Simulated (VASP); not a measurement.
# SnSe (Fm-3m) in VASP: further runs

The runs below take SnSe through single point, with PBE, PBEsol.

Everything below comes from runs of VASP 6.6.1. Logs are shortened: lines on timing, memory, paths and dates and some standing lists are left out, and cuts for length are marked.

**1. The cell of the first run**

It takes space group Fm-3m (No. 225, cubic). The conventional cell has a = 5.830 Å, b = 5.830 Å, c = 5.830 Å, α = 90.00°, β = 90.00°, γ = 90.00°. Within 3.8 Å of Sn (site symmetry m-3m) lie 6 Se at 2.91 Å. Se (site symmetry m-3m) has 6 Sn at 2.91 Å within 3.8 Å.

**2. Single point, PBE (strained)**

File INCAR:

```
SYSTEM = SnSe
  ALGO = Normal
  EDIFF = 1E-6
  ENCUT = 520
  GGA = PE
  ISIF = 2
  ISMEAR = 0
  LASPH = .True.
  LCHARG = .False.
  LREAL = .False.
  LWAVE = .False.
  NBANDS = 17
  NELM = 60
  PREC = Accurate
  SIGMA = 0.05
```

File KPOINTS:

```
k-points
0
Gamma
  10 10 10
  0 0 0
```

File POSCAR:

```
SnSe
1.0
    0.0000000000      2.9149442000      2.9149442000
    2.9149442000      0.0000000000      2.9149442000
    2.9149442000      2.9149442000      0.0000000000
Sn Se
1 1
Direct
    0.0000000000      0.0000000000      0.0000000000
    0.5000000000      0.5000000000      0.5000000000
```

Potentials or basis: VASP PAW PBE potentials, release 64 (Sn_d, Se).

Run with:

```sh
$ cat potpaw_PBE.64/Sn_d/POTCAR potpaw_PBE.64/Se/POTCAR > POTCAR
$ mpirun -np 1 vasp_std > vasp.out
```

OUTCAR:

```text
SYSTEM = SnSe
   EDIFF = 1E-6
   ENCUT = 520
   GGA = PE
   ISIF = 2
   ISMEAR = 0
   LASPH = .True.
   LREAL = .False.
   NELM = 60
   PREC = Accurate

 ion  position               nearest neighbor table
   1  0.000  0.000  0.000-   2 2.91   2 2.91   2 2.91   2 2.91   2 2.91   2 2.91
   2  0.500  0.500  0.500-   1 2.91   1 2.91   1 2.91   1 2.91   1 2.91   1 2.91

  LATTYP: Found a face centered cubic cell.
 ALAT       =     5.8298884000

  Lattice vectors:

 A1 = (   0.0000000000,   2.9149442000,   2.9149442000)
 A2 = (   2.9149442000,   0.0000000000,   2.9149442000)
 A3 = (   2.9149442000,   2.9149442000,   0.0000000000)

Analysis of symmetry for initial positions (statically):
=====================================================================
 Subroutine PRICEL returns:
 Original cell was already a primitive cell.

 Routine SETGRP: Setting up the symmetry group for a
 face centered cubic supercell.

 Subroutine GETGRP returns: Found 48 space group operations
 (whereof 48 operations were pure point group operations)
 out of a pool of 48 trial point group operations.

The static configuration has the point symmetry O_h .

Analysis of symmetry for dynamics (positions and initial velocities):
=====================================================================
 Subroutine PRICEL returns:
 Original cell was already a primitive cell.

 Routine SETGRP: Setting up the symmetry group for a
 face centered cubic supercell.

 Subroutine GETGRP returns: Found 48 space group operations
 (whereof 48 operations were pure point group operations)
 out of a pool of 48 trial point group operations.

The dynamic configuration has the point symmetry O_h .

 Subroutine INISYM returns: Found 48 space group operations
 (whereof 48 operations are pure point group operations),
 and found     1 'primitive' translations

----------------------------------------------------------------------------------------

                                     Primitive cell

  volume of cell :      49.5360

  direct lattice vectors                    reciprocal lattice vectors
     0.000000000  2.914944200  2.914944200    -0.171529870  0.171529870  0.171529870
     2.914944200  0.000000000  2.914944200     0.171529870 -0.171529870  0.171529870
     2.914944200  2.914944200  0.000000000     0.171529870  0.171529870 -0.171529870

  length of vectors
     4.122353621  4.122353621  4.122353621     0.297098450  0.297098450  0.297098450

  position of ions in fractional coordinates (direct lattice)
     0.000000000  0.000000000  0.000000000
     0.500000000  0.500000000  0.500000000

  ion indices of the primitive-cell ions
   primitive index   ion index
                 1           1
                 2           2

----------------------------------------------------------------------------------------

 KPOINTS: k-points

Automatic generation of k-mesh.
 Grid dimensions read from file:
 generate k-points for:   10   10   10

 Generating k-lattice:

  Cartesian coordinates                     Fractional coordinates (reciprocal lattice)
    -0.017152987  0.017152987  0.017152987     0.100000000  0.000000000  0.000000000
     0.017152987 -0.017152987  0.017152987     0.000000000  0.100000000  0.000000000
     0.017152987  0.017152987 -0.017152987     0.000000000  0.000000000  0.100000000

  Length of vectors
     0.029709845  0.029709845  0.029709845

  Shift w.r.t. Gamma in fractional coordinates (k-lattice)
     0.000000000  0.000000000  0.000000000

 Subroutine IBZKPT returns following result:
 ===========================================

 Found     47 irreducible k-points:

 Following reciprocal coordinates:
            Coordinates               Weight
  0.000000  0.000000  0.000000      1.000000
  0.100000  0.000000  0.000000      8.000000
  0.200000  0.000000  0.000000      8.000000
  0.300000  0.000000  0.000000      8.000000
  0.400000  0.000000  0.000000      8.000000
  0.500000  0.000000  0.000000      4.000000
[... 16 lines left out ...]
  0.300000  0.300000  0.000000      6.000000
  0.400000  0.300000  0.000000     24.000000
 [... further k-points ...]
   k-points           NKPTS =     47   k-points in BZ     NKDIM =     47   number of bands    NBANDS=     17
   number of dos      NEDOS =    301   number of ions     NIONS =      2
   total plane-waves  NPLWV =  32768
   dimension x,y,z NGX =    32 NGY =   32 NGZ =   32
   dimension x,y,z NGXF=    64 NGYF=   64 NGZF=   64
   ions per type =               1   1
   NGX,Y,Z   is equivalent  to a cutoff of  12.90, 12.90, 12.90 a.u.
   NGXF,Y,Z  is equivalent  to a cutoff of  25.81, 25.81, 25.81 a.u.
 SYSTEM =  SnSe
   PREC   = accura    normal or accurate (medium, high low for compatibility)
   ISTART =      0    job   : 0-new  1-cont  2-samecut
   ICHARG =      2    charge: 1-file 2-atom 10-const
   ISPIN  =      1    spin polarized calculation?
   LNONCOLLINEAR =      F non collinear calculations
   LSORBIT =      F    spin-orbit coupling
   LASPH  =      T    aspherical Exc in radial PAW
   ENCUT  =  520.0 eV  38.22 Ry    6.18 a.u.   7.66  7.66  7.66*2*pi/ulx,y,z
   NELM   =     60;   NELMIN=  2; NELMDL= -5     # of ELM steps
   EDIFF  = 0.1E-05   stopping-criterion for ELM
   LREAL  =      F    real-space projection
   EDIFFG = 0.1E-04   stopping-criterion for IOM
   NSW    =      0    number of steps for IOM
   IBRION =     -1    ionic relax: 0-MD 1-quasi-New 2-CG
   NFREE  =      0    steps in history (QN), initial steepest desc. (CG)
   ISIF   =      2    stress and relaxation
   ISYM   =      2    0-nonsym 1-usesym 2-fastsym
   POTIM  = 0.5000    time-step for ionic-motion
   TEBEG  =    0.0;   TEEND  =   0.0 temperature during run
   PSTRESS=    0.0 pullay stress
   NELECT =      20.0000    total number of electrons
   NUPDOWN=      -1.0000    fix difference up-down
   EMIN   =  10.00;   EMAX   =-10.00  energy-range for DOS
   EFERMI =   0.00;   METHOD = LEGACY
   ISMEAR =     0;   SIGMA  =   0.05  broadening in eV -4-tet -1-fermi 0-gaus
   EFERMI_NEDOS =   21; number of points for ismear=-14 and -15
   IALGO  =     38    algorithm
   IMIX   =      4    mixing-type and parameters
     AMIX     =   0.40;   BMIX     =  1.00
     AMIX_MAG =   1.60;   BMIX_MAG =  1.00
  volume/ion in A,a.u.               =      24.77       167.14
  Fermi-wavevector in a.u.,A,eV,Ry     =   1.209979  2.286529 19.919606  1.464050
  Thomas-Fermi vector in A             =   2.345540
   LORBIT       =      0    0 simple, 1 ext, 2 COOP (PROOUT), +10 PAW based schemes
   GGA     = PE    functional components
   LHFCALC =     F    Hartree Fock is set to
   AEXX    =    0.0000 exact exchange contribution
   IVDW    =     0    specifies the selected vdW correction
   LEPSILON=     F    determine dielectric tensor
   LRPA    =     F    only Hartree local field effects (RPA)
 non-spin polarized calculation
 Gauss-broadening in eV      SIGMA  =   0.05
  energy-cutoff  :      520.00
  volume of cell :       49.54
 maximum number of plane-waves:      1363
   NGX = 15   NGY = 15   NGZ = 15

 number of electron      19.9999993 magnetization

 Free energy of the ion-electron system (eV)
  ---------------------------------------------------
  ext. energy  EPLUGINS =         0.00000000
  ---------------------------------------------------
  free energy    TOTEN  =        -8.08979792 eV

  energy without entropy =       -8.08979792  energy(sigma->0) =       -8.08979792

 E-fermi :   7.0289     XC(G=0): -10.0434

 val. band max:        6.8327480442   @ k =  -0.2000   0.2000   0.0000
 cond. band min:       7.2280036410   @ k =  -0.4000   0.1000   0.0000
 fundamental gap:      0.3952555968
 Fermi energy:         7.0288957686

 k-point     1 :       0.0000    0.0000    0.0000
  band No.  band energies     occupation
      1     -14.8932      2.00000
      2     -14.8932      2.00000
      3     -14.8910      2.00000
      4     -14.8910      2.00000
      5     -14.8910      2.00000
      6      -7.8543      2.00000
[... 9 lines left out ...]
     16      12.4484      0.00000
     17      14.7864      0.00000

 k-point     2 :       0.1000    0.0000    0.0000
  band No.  band energies     occupation
      1     -14.8942      2.00000
      2     -14.8942      2.00000
      3     -14.8907      2.00000
      4     -14.8894      2.00000
      5     -14.8894      2.00000
      6      -7.7703      2.00000
[... 9 lines left out ...]
     16      12.7269      0.00000
     17      15.6641      0.00000

 k-point     3 :       0.2000    0.0000    0.0000
  band No.  band energies     occupation
      1     -14.8974      2.00000
      2     -14.8974      2.00000
      3     -14.8899      2.00000
      4     -14.8846      2.00000
      5     -14.8846      2.00000
      6      -7.5318      2.00000
[... 9 lines left out ...]
     16      13.4072      0.00000
     17      17.5103      0.00000

 k-point     4 :       0.3000    0.0000    0.0000
  band No.  band energies     occupation
      1     -14.9013      2.00000
      2     -14.9013      2.00000
      3     -14.8890      2.00000
      4     -14.8787      2.00000
      5     -14.8787      2.00000
      6      -7.1878      2.00000
[... 9 lines left out ...]
     16      14.4561      0.00000
     17      19.3335      0.00000
[... 343 lines left out ...]
      1     -14.9025      2.00000
      2     -14.9008      2.00000
      3     -14.8875      2.00000
      4     -14.8814      2.00000
      5     -14.8770      2.00000
      6      -7.0692      2.00000
[... 9 lines left out ...]
     16      16.4463      0.00000
     17      16.7706      0.00000

 k-point    23 :       0.3000    0.3000    0.0000
  band No.  band energies     occupation
      1     -14.9208      2.00000
      2     -14.8976      2.00000
      3     -14.8858      2.00000
      4     -14.8740      2.00000
      5     -14.8740      2.00000
      6      -6.9578      2.00000
[... 9 lines left out ...]
     16      17.1660      0.00000
     17      17.1679      0.00000

 k-point    24 :       0.4000    0.3000    0.0000
  band No.  band energies     occupation
      1     -14.9268      2.00000
      2     -14.8975      2.00000
      3     -14.8862      2.00000
      4     -14.8711      2.00000
      5     -14.8699      2.00000
      6      -6.6935      2.00000
[... 9 lines left out ...]
     16      17.8018      0.00000
     17      18.3687      0.00000

 [... further k-points ...]
[... 5 lines left out ...]
  --------------------------------------------------------------------------------------
  -------------------------------------------------------------------------------------
  Total        2.2467456      2.2467456      2.2467456     -0.0000000     -0.0000000      0.0000000
  in kB       72.6680893     72.6680893     72.6680893     -0.0000000     -0.0000000      0.0000000
  external PRESSURE =      72.6680893 kB  Pullay stress =       0.0000000 kB

 VOLUME and BASIS-vectors are now :
 -----------------------------------------------------------------------------
  energy-cutoff  :      520.00
  volume of cell :       49.54
      direct lattice vectors                 reciprocal lattice vectors
     0.000000000  2.914944200  2.914944200    -0.171529870  0.171529870  0.171529870
     2.914944200  0.000000000  2.914944200     0.171529870 -0.171529870  0.171529870
     2.914944200  2.914944200  0.000000000     0.171529870  0.171529870 -0.171529870

 POSITION                                       TOTAL-FORCE (eV/Angst)
 -----------------------------------------------------------------------------------
      0.00000      0.00000      0.00000        -0.000000     -0.000000     -0.000000
      2.91494      2.91494      2.91494         0.000000      0.000000      0.000000
 -----------------------------------------------------------------------------------
    total drift:                                0.000000     -0.000000     -0.000000

  FREE ENERGIE OF THE ION-ELECTRON SYSTEM (eV)
  ---------------------------------------------------
  free  energy   TOTEN  =        -8.0897979210 eV

  energy  without entropy=       -8.0897979208  energy(sigma->0) =       -8.08979792
```

It took 16 s on 1 thread of Intel Xeon Platinum 8488C (Sapphire Rapids), shared host; peak memory 0.17 GiB.

What came out:

- Free energy: -8.0898 eV
- Pressure: 7.3 GPa
- Band gap on the k mesh: 0.40 eV (least direct gap 0.57 eV)

Levels at points of the mesh, in eV from the valence-band top:
| k point | band 6 | band 7 | band 8 | band 9 | band 10 | band 11 | band 12 | band 13 | band 14 | band 15 |
| --- | --- | --- | --- | --- | --- | --- | --- | --- | --- | --- |
| (0.00, 0.00, 0.00) | -14.69 | -4.85 | -2.60 | -2.60 | -2.60 | 4.56 | 4.56 | 4.56 | 5.62 | 5.62 |
| (0.50, 0.00, 0.00) | -13.53 | -8.71 | -2.33 | -2.33 | -0.20 | 0.84 | 1.05 | 1.05 | 8.39 | 10.19 |
| (0.50, 0.50, 0.00) | -13.15 | -6.29 | -6.16 | -4.24 | -4.24 | 2.56 | 5.78 | 5.78 | 6.49 | 10.63 |

Caveat: the cell differs from its parent crystal (strained); the cell stands under pressure; semilocal functionals underestimate gaps, and a narrow one can read as zero; spin-orbit coupling is left out, which moves the levels of the heavy elements.

**3. Single point, PBEsol (strained)**

File INCAR:

```
ALGO     = Normal         # electronic algorithm
EDIFF    = 1E-6           # SCF threshold, eV
ENCUT    = 520            # plane-wave cutoff, eV
GGA      = PS             # functional
ISIF     = 2              # what is computed and relaxed
ISMEAR   = 0              # smearing method
LASPH    = T              # aspherical terms in the spheres
LCHARG   = F              # write CHGCAR
LREAL    = F              # projectors in reciprocal space
LWAVE    = F              # write WAVECAR
NBANDS   = 17             # bands
NELM     = 80             # most SCF steps
PREC     = Accurate       # precision mode
SIGMA    = 0.05           # smearing width, eV
```

File KPOINTS:

```
k-points
0
Gamma
  10 10 10
```

File POSCAR:

```
SnSe
1.0
    0.0000000000      2.9505525000      2.9505525000
    2.9505525000      0.0000000000      2.9505525000
    2.9505525000      2.9505525000      0.0000000000
Sn Se
1 1
Direct
    0.0000000000      0.0000000000      0.0000000000
    0.5000000000      0.5000000000      0.5000000000
```

Potentials or basis: VASP PAW PBE potentials, release 64 (Sn_d, Se).

Run with:

```sh
$ cat potpaw_PBE.64/Sn_d/POTCAR potpaw_PBE.64/Se/POTCAR > POTCAR
$ mpirun -np 1 vasp_std > vasp.out
```

Wall time 16 s (1 thread of Intel Xeon Platinum 8488C (Sapphire Rapids), shared host); peak memory 0.19 GiB.

Results (log left out):

```
Free energy            : -8.9715 eV
Pressure               : 1.5 GPa
Band gap on the k mesh : 0.42 eV (least direct gap 0.56 eV)
```

Levels at points of the mesh, in eV from the valence-band top:
| k point | band 8 | band 9 | band 10 | band 11 | band 12 | band 13 |
| --- | --- | --- | --- | --- | --- | --- |
| (0.00, 0.00, 0.00) | -2.38 | -2.38 | -2.38 | 4.49 | 4.49 | 4.49 |
| (0.50, 0.00, 0.00) | -2.12 | -2.12 | -0.15 | 0.77 | 1.14 | 1.14 |
| (0.50, 0.50, 0.00) | -5.95 | -3.96 | -3.96 | 2.69 | 5.64 | 5.64 |

Caveat: the cell differs from its parent crystal (strained); semilocal functionals underestimate gaps, and a narrow one can read as zero; the PAW data sets were made with another functional, which shifts forces and pressure a little; spin-orbit coupling is left out, which moves the levels of the heavy elements. A k mesh can miss the band edges.

**4. Single point, PBE (strained)**

File INCAR:

```
SYSTEM = SnSe
  PREC = Accurate
  ENCUT = 520
  EDIFF = 1E-6
  ISMEAR = 0
  SIGMA = 0.05
  LREAL = .False.
  LASPH = .True.
  NELM = 60
  ALGO = Normal
  ISIF = 2
  LWAVE = .False.
  LCHARG = .True.
  GGA = PE
  LELF = .True.
  LVHAR = .True.
  NBANDS = 17
```

File KPOINTS:

```
Automatic mesh
0
Gamma
  10 10 10
  0 0 0
```

File POSCAR:

```
SnSe
1.0
    0.0000000000      3.1486707000      3.1486707000
    3.1486707000      0.0000000000      3.1486707000
    3.1486707000      3.1486707000      0.0000000000
Sn Se
1 1
Direct
    0.0000000000      0.0000000000      0.0000000000
    0.5000000000      0.5000000000      0.5000000000
```

Run with:

```sh
$ cat potpaw_PBE.64/Sn_d/POTCAR potpaw_PBE.64/Se/POTCAR > POTCAR
$ mpirun -np 1 vasp_std > vasp.out
```

Run time: 25 s. Hardware: 1 thread of Intel Xeon Platinum 8488C (Sapphire Rapids), shared host; peak memory 0.22 GiB.

Results (log left out):

* Free energy: -8.1161 eV
* Pressure: -4.4 GPa
* Band gap on the k mesh: 0.07 eV

Levels at points of the mesh, in eV from the valence-band top:
| k point | band 6 | band 7 | band 8 | band 9 | band 10 | band 11 | band 12 | band 13 | band 14 | band 15 |
| --- | --- | --- | --- | --- | --- | --- | --- | --- | --- | --- |
| (0.00, 0.00, 0.00) | -13.11 | -5.53 | -1.90 | -1.90 | -1.90 | 3.74 | 3.74 | 3.74 | 5.93 | 5.93 |
| (0.50, 0.00, 0.00) | -12.44 | -7.53 | -1.67 | -1.67 | 0.00 | 0.07 | 1.22 | 1.22 | 7.83 | 9.52 |
| (0.50, 0.50, 0.00) | -12.27 | -6.09 | -4.66 | -3.11 | -3.11 | 3.38 | 4.55 | 4.55 | 5.07 | 9.97 |

Caveat: the cell differs from its parent crystal (strained); the cell stands under tension; semilocal functionals underestimate gaps, and a narrow one can read as zero; spin-orbit coupling is left out, which moves the levels of the heavy elements.

**5. The runs side by side**

```csv
level,cell,gap on the mesh (eV),pressure (GPa)
PBE,"a = 4.122 Å, angles 60.0°, 2 atoms",0.40,7.3
PBEsol,"a = 4.173 Å, angles 60.0°, 2 atoms",0.42,1.5
PBE,"a = 4.453 Å, angles 60.0°, 2 atoms",0.07,-4.4
```

Alike in all rows: task single point; potentials or basis VASP PAW PBE potentials, release 64 (Sn_d, Se); no spin polarisation; k mesh 10 × 10 × 10; cutoff (eV) 520; smearing gaussian 0.05 eV.

Caveats: semilocal functionals underestimate gaps, and a narrow one can read as zero; spin-orbit coupling is left out, which moves the levels of the heavy elements; the cell stands under pressure (at least some runs); the PAW data sets were made with another functional, which shifts forces and pressure a little (at least some runs); the cell stands under tension (at least some runs).

Absolute energies hang on the potentials; compare differences alone.
